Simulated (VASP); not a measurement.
# Sb (R-3m) in VASP: further runs

The runs below take Sb through electric field gradients, with LDA.

All numbers are computed with VASP 6.6.1; they aren't measurements. Logs are shortened: lines on timing, memory, paths and dates and some standing lists are left out, and cuts for length are marked.

## Step 1: The cell of the first run

Symmetry: R-3m, No. 166, trigonal system. Conventional cell: a = 4.243 Å, b = 4.243 Å, c = 11.080 Å, α = 90.00°, β = 90.00°, γ = 120.00°. Sb (site symmetry 3m) has 6 Sb at 2.86 to 3.30 Å within 3.8 Å.

## Step 2: Electric field gradients, LDA (28.79 Å³/atom)

The input, INCAR:

```
  PREC = Accurate
  ENCUT = 520
  EDIFF = 1E-8
  ISMEAR = -1
  SIGMA = 0.03
  LREAL = F
  LASPH = T
  NELM = 60
  ALGO = Normal
  ISIF = 2
  LWAVE = F
  LCHARG = F
  LEFG = T
  NBANDS = 12
```

The input, KPOINTS:

```
regular mesh
0
Gamma
  12 12 12
```

The input, POSCAR:

```
Sb
1.0
    2.1215346023      1.2248685738      3.6933992025
   -2.1215346023      1.2248685738      3.6933992025
    0.0000000000     -2.4497371474      3.6933992025
Sb
2
Direct
    0.2336400000      0.2336400000      0.2336400000
    0.7663600000      0.7663600000      0.7663600000
```

Potentials or basis: VASP PAW LDA potentials, release 64 (Sb).

Run with:

```bash
> cat potpaw_LDA.64/Sb/POTCAR > POTCAR
> mpirun -np 1 vasp_std > vasp.out
```

OUTCAR:

```text
PREC = Accurate
   ENCUT = 520
   EDIFF = 1E-8
   ISMEAR = -1
   LREAL = F
   LASPH = T
   NELM = 60
   ISIF = 2

 ion  position               nearest neighbor table
   1  0.234  0.234  0.234-   2 2.86   2 2.86   2 2.86   2 3.30   2 3.30   2 3.30
   2  0.766  0.766  0.766-   1 2.86   1 2.86   1 2.86   1 3.30   1 3.30   1 3.30

  LATTYP: Found a trigonal (rhomboedric) cell.
 ALAT       =     4.4319758304
 COS(alpha) =     0.5417151843

  Lattice vectors:

 A1 = (   2.1215346023,   1.2248685738,   3.6933992025)
 A2 = (  -2.1215346023,   1.2248685738,   3.6933992025)
 A3 = (   0.0000000000,  -2.4497371474,   3.6933992025)

Analysis of symmetry for initial positions (statically):
=====================================================================
 Subroutine PRICEL returns:
 Original cell was already a primitive cell.

 Routine SETGRP: Setting up the symmetry group for a
 trigonal (rhombohedral) supercell.

 Subroutine GETGRP returns: Found 12 space group operations
 (whereof 12 operations were pure point group operations)
 out of a pool of 12 trial point group operations.

The static configuration has the point symmetry D_3d.

Analysis of symmetry for dynamics (positions and initial velocities):
=====================================================================
 Subroutine PRICEL returns:
 Original cell was already a primitive cell.

 Routine SETGRP: Setting up the symmetry group for a
 trigonal (rhombohedral) supercell.

 Subroutine GETGRP returns: Found 12 space group operations
 (whereof 12 operations were pure point group operations)
 out of a pool of 12 trial point group operations.

The dynamic configuration has the point symmetry D_3d.

 Subroutine INISYM returns: Found 12 space group operations
 (whereof 12 operations are pure point group operations),
 and found     1 'primitive' translations

----------------------------------------------------------------------------------------

                                     Primitive cell

  volume of cell :      57.5860

  direct lattice vectors                    reciprocal lattice vectors
     2.121534602  1.224868574  3.693399203     0.235678456  0.136069020  0.090251098
    -2.121534602  1.224868574  3.693399203    -0.235678456  0.136069020  0.090251098
     0.000000000 -2.449737147  3.693399203     0.000000000 -0.272138040  0.090251098

  length of vectors
     4.431975830  4.431975830  4.431975830     0.286713051  0.286713051  0.286713051

  position of ions in fractional coordinates (direct lattice)
     0.233640000  0.233640000  0.233640000
     0.766360000  0.766360000  0.766360000

  ion indices of the primitive-cell ions
   primitive index   ion index
                 1           1
                 2           2

----------------------------------------------------------------------------------------

 KPOINTS: regular mesh

Automatic generation of k-mesh.
 Grid dimensions read from file:
 generate k-points for:   12   12   12

 Generating k-lattice:

  Cartesian coordinates                     Fractional coordinates (reciprocal lattice)
     0.019639871  0.011339085  0.007520925     0.083333333  0.000000000  0.000000000
    -0.019639871  0.011339085  0.007520925     0.000000000  0.083333333  0.000000000
     0.000000000 -0.022678170  0.007520925     0.000000000  0.000000000  0.083333333

  Length of vectors
     0.023892754  0.023892754  0.023892754

  Shift w.r.t. Gamma in fractional coordinates (k-lattice)
     0.000000000  0.000000000  0.000000000

 Subroutine IBZKPT returns following result:
 ===========================================

 Found    189 irreducible k-points:

 Following reciprocal coordinates:
            Coordinates               Weight
  0.000000  0.000000  0.000000      1.000000
  0.083333 -0.000000  0.000000      6.000000
  0.166667  0.000000  0.000000      6.000000
  0.250000  0.000000  0.000000      6.000000
  0.333333 -0.000000  0.000000      6.000000
  0.416667 -0.000000  0.000000      6.000000
[... 16 lines left out ...]
  0.500000  0.166667  0.000000     12.000000
 -0.416667  0.166667  0.000000     12.000000
 [... further k-points ...]
   k-points           NKPTS =    189   k-points in BZ     NKDIM =    189   number of bands    NBANDS=     12
   number of dos      NEDOS =    301   number of ions     NIONS =      2
   total plane-waves  NPLWV =  46656
   dimension x,y,z NGX =    36 NGY =   36 NGZ =   36
   dimension x,y,z NGXF=    72 NGYF=   72 NGZF=   72
   ions per type =               2
   NGX,Y,Z   is equivalent  to a cutoff of  13.50, 13.50, 13.50 a.u.
   NGXF,Y,Z  is equivalent  to a cutoff of  27.01, 27.01, 27.01 a.u.
 SYSTEM =  unknown system
   PREC   = accura    normal or accurate (medium, high low for compatibility)
   ISTART =      0    job   : 0-new  1-cont  2-samecut
   ICHARG =      2    charge: 1-file 2-atom 10-const
   ISPIN  =      1    spin polarized calculation?
   LNONCOLLINEAR =      F non collinear calculations
   LSORBIT =      F    spin-orbit coupling
   LASPH  =      T    aspherical Exc in radial PAW
   ENCUT  =  520.0 eV  38.22 Ry    6.18 a.u.   8.24  8.24  8.24*2*pi/ulx,y,z
   NELM   =     60;   NELMIN=  2; NELMDL= -5     # of ELM steps
   EDIFF  = 0.1E-07   stopping-criterion for ELM
   LREAL  =      F    real-space projection
   EDIFFG = 0.1E-06   stopping-criterion for IOM
   NSW    =      0    number of steps for IOM
   IBRION =     -1    ionic relax: 0-MD 1-quasi-New 2-CG
   NFREE  =      0    steps in history (QN), initial steepest desc. (CG)
   ISIF   =      2    stress and relaxation
   ISYM   =      2    0-nonsym 1-usesym 2-fastsym
   POTIM  = 0.5000    time-step for ionic-motion
   TEBEG  =    0.0;   TEEND  =   0.0 temperature during run
   PSTRESS=    0.0 pullay stress
   NELECT =      10.0000    total number of electrons
   NUPDOWN=      -1.0000    fix difference up-down
   EMIN   =  10.00;   EMAX   =-10.00  energy-range for DOS
   EFERMI =   0.00;   METHOD = LEGACY
   ISMEAR =    -1;   SIGMA  =   0.03  broadening in eV -4-tet -1-fermi 0-gaus
   EFERMI_NEDOS =   21; number of points for ismear=-14 and -15
   IALGO  =     38    algorithm
   IMIX   =      4    mixing-type and parameters
     AMIX     =   0.40;   BMIX     =  1.00
     AMIX_MAG =   1.60;   BMIX_MAG =  1.00
  volume/ion in A,a.u.               =      28.79       194.30
  Fermi-wavevector in a.u.,A,eV,Ry     =   0.913347  1.725976 11.350017  0.834203
  Thomas-Fermi vector in A             =   2.037848
   LORBIT       =      0    0 simple, 1 ext, 2 COOP (PROOUT), +10 PAW based schemes
   GGA     = CA    functional components
   LHFCALC =     F    Hartree Fock is set to
   AEXX    =    0.0000 exact exchange contribution
   IVDW    =     0    specifies the selected vdW correction
   LEPSILON=     F    determine dielectric tensor
   LRPA    =     F    only Hartree local field effects (RPA)
 non-spin polarized calculation
  energy-cutoff  :      520.00
  volume of cell :       57.59
 maximum number of plane-waves:      1565
 NGX is ok and might be reduce to    36
   NGX = 17   NGY = 17   NGZ = 17

 number of electron      10.0000000 magnetization

 Free energy of the ion-electron system (eV)
  ---------------------------------------------------
  ext. energy  EPLUGINS =         0.00000000
  ---------------------------------------------------
  free energy    TOTEN  =        -9.60964228 eV

  energy without entropy =       -9.60931026  energy(sigma->0) =       -9.60947627

 E-fermi :   7.7828     XC(G=0):  -9.9184

 val. band max:        7.6390041395   @ k =   0.4167   0.3333   0.3333
 cond. band min:       7.8058538716   @ k =  -0.4167   0.5000   0.4167
 fundamental gap:      0.1668497321
 Fermi energy:         7.7827895111

 k-point     1 :       0.0000    0.0000    0.0000
  band No.  band energies     occupation
      1      -5.3603      2.00000
      2       3.1374      2.00000
      3       5.5986      2.00000
      4       5.8741      2.00000
      5       5.8741      2.00000
      6       9.8434      0.00000
      7      10.5129      0.00000
      8      10.5129      0.00000
      9      12.7991      0.00000
     10      12.7991      0.00000
     11      13.0001      0.00000
     12      14.1910      0.00000
[... 331 lines left out ...]
 k-point    24 :      -0.4167    0.1667    0.0000
  band No.  band energies     occupation
      1      -2.7054      2.00000
      2      -1.9338      2.00000
      3       3.8335      2.00000
      4       5.3947      2.00000
      5       5.9797      2.00000
      6       8.6994      0.00000
      7       9.1019      0.00000
      8      10.9568      0.00000
      9      14.2810      0.00000
     10      14.8307      0.00000
     11      15.4158      0.00000
     12      17.7807      0.00000

 [... further k-points ...]

------------------------ aborting loop because EDIFF is reached ----------------------------------------

  FORCE on cell =-STRESS in cart. coord.  units (eV):
  Direction    XX          YY          ZZ          XY          YZ          ZX
  --------------------------------------------------------------------------------------
  -------------------------------------------------------------------------------------
  Total        0.8741624      0.8741624      0.4911760      0.0000000      0.0000000      0.0000000
  in kB       24.3212333     24.3212333     13.6656586      0.0000000      0.0000000      0.0000000
  external PRESSURE =      20.7693751 kB  Pullay stress =       0.0000000 kB

 VOLUME and BASIS-vectors are now :
 -----------------------------------------------------------------------------
  energy-cutoff  :      520.00
  volume of cell :       57.59
      direct lattice vectors                 reciprocal lattice vectors
     2.121534602  1.224868574  3.693399203     0.235678456  0.136069020  0.090251098
    -2.121534602  1.224868574  3.693399203    -0.235678456  0.136069020  0.090251098
     0.000000000 -2.449737147  3.693399203     0.000000000 -0.272138040  0.090251098

 POSITION                                       TOTAL-FORCE (eV/Angst)
 -----------------------------------------------------------------------------------
      0.00000      0.00000      2.58878         0.000000      0.000000      0.364727
      0.00000      0.00000      8.49142         0.000000     -0.000000     -0.364727
 -----------------------------------------------------------------------------------
    total drift:                                0.000000     -0.000000      0.000000

  FREE ENERGIE OF THE ION-ELECTRON SYSTEM (eV)
  ---------------------------------------------------
  free  energy   TOTEN  =        -9.6096422830 eV

  energy  without entropy=       -9.6093102602  energy(sigma->0) =       -9.60947627

 Electric field gradients (V/A^2)
---------------------------------------------------------------------
 ion       V_xx      V_yy      V_zz      V_xy      V_xz      V_yz
---------------------------------------------------------------------
   1      21.318    21.318   -42.636    -0.000     0.000    -0.000
   2      21.318    21.318   -42.636    -0.000     0.000    -0.000
---------------------------------------------------------------------

 Electric field gradients after diagonalization (V/A^2)
 (convention: |V_zz| > |V_xx| > |V_yy|)
----------------------------------------------------------------------
 ion       V_xx      V_yy      V_zz     asymmetry (V_yy - V_xx)/ V_zz
----------------------------------------------------------------------
   1      21.318    21.318   -42.636       0.000
   2      21.318    21.318   -42.636       0.000
----------------------------------------------------------------------

           NMR quadrupolar parameters

 Cq : quadrupolar parameter    Cq=e*Q*V_zz/h
 eta: asymmetry parameters     (V_yy - V_xx)/ V_zz
 Q  : nuclear electric quadrupole moment in mb (millibarn)
----------------------------------------------------------------------
 ion       Cq(MHz)       eta       Q (mb)
----------------------------------------------------------------------
   1      -0.103       0.000       1.000
   2      -0.103       0.000       1.000
----------------------------------------------------------------------
```

Wall time 61 s (1 thread of AMD EPYC 9R45 (Zen 5), shared host); peak memory 0.22 GiB.

Results:

- Free energy: -9.6096 eV
- Pressure: 2.1 GPa
- Largest force: 0.365 eV/Å
- Band gap on the k mesh: zero (bands 5 and 6 overlap by 0.35 eV)
- Largest electric field gradient by atom: Sb -42.6 V/Å²

Forces in eV/Å, atoms in the order of the input:
```
Sb   0.000  0.000  0.365
Sb   0.000  0.000 -0.365
```

Stress tensor (GPa, compression positive):
```
2.43 0.00 0.00
0.00 2.43 0.00
0.00 0.00 1.37
```

Levels at points of the mesh, in eV from the Fermi level:
```csv
k point,band 1,band 2,band 3,band 4,band 5,band 6,band 7,band 8,band 9,band 10
"(0.00, 0.00, 0.00)",-13.14,-4.65,-2.18,-1.91,-1.91,2.06,2.73,2.73,5.02,5.02
"(0.50, 0.00, 0.00)",-10.66,-9.91,-2.05,-1.91,-0.31,-0.25,0.15,0.44,7.58,8.24
"(0.50, 0.50, 0.00)",-10.62,-8.14,-5.71,-3.97,-3.88,1.36,5.13,5.68,7.27,8.65
"(0.50, 0.50, 0.50)",-11.51,-9.23,-1.40,-1.40,-0.50,0.05,0.05,1.20,7.03,8.63
```

Electric field gradients, principal values (V/Å²):
| atom | least | middle | greatest (by size) |
| --- | --- | --- | --- |
| 1 Sb | 21.318 | 21.318 | -42.636 |
| 2 Sb | 21.318 | 21.318 | -42.636 |

Caveat: without QUAD_EFG the Cq values of the log hold for a quadrupole moment of 1 mb, not for the nuclei; spin-orbit coupling is left out, which moves the levels of the heavy elements.

(Part 1 of 2 ends here.)
